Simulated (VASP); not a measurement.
Set up this calculation in VASP 6.6.1, as the native input.

| Quantity | Value |
| --- | --- |
| Task | single point |
| Functional | PBE |
| Potentials or basis | VASP PAW PBE potentials, release 64 (Zr_sv, C) |
| Cutoff | 520 eV |
| k mesh | 16 × 16 × 16 |
| Occupations | gaussian, width 0.1 eV |
| Spin | no spin polarisation |
| Dipole correction | no |
| Further INCAR settings | ALGO = Normal; EDIFF = 1e-07; NBANDS = 15 |

The structure of ZrC lies in POSCAR:

```
ZrC
1.0
    0.0000000000      2.2815339655      2.2815339655
    2.2815339655      0.0000000000      2.2815339655
    2.2815339655      2.2815339655      0.0000000000
Zr C
1 1
Direct
    0.5000000000      0.5000000000      0.5000000000
    0.0000000000      0.0000000000      0.0000000000
```

This cell differs from its parent crystal: volume scaled by 0.91.

One way to write it, as run:

INCAR

```
SYSTEM = ZrC
  PREC = Accurate
  ENCUT = 520
  EDIFF = 1E-7
  ISMEAR = 0
  SIGMA = 0.1
  LREAL = .FALSE.
  LASPH = .TRUE.
  NELM = 100
  ALGO = Normal
  ISIF = 2
  LWAVE = .FALSE.
  LCHARG = .FALSE.
  GGA = PE
  NBANDS = 15
```

KPOINTS

```
Automatic mesh
0
G
  16 16 16
  0 0 0
```

Potentials or basis: VASP PAW PBE potentials, release 64 (Zr_sv, C).

Launch:

```console
$ cat potpaw_PBE.64/Zr_sv/POTCAR potpaw_PBE.64/C/POTCAR > POTCAR
$ mpirun -np 1 vasp_std > vasp.out
```

It gave:

```yaml
Pressure: 25.6 GPa
Band_gap_on_the_k_mesh: zero (band 8 reaches 11.63 eV, above the bottom of band 9 at 10.29 eV)
```

Wall time 23 s on 1 thread of AMD EPYC 9R45 96-Core Processor (Zen 5), on a shared host, peak memory 0.14 GiB.
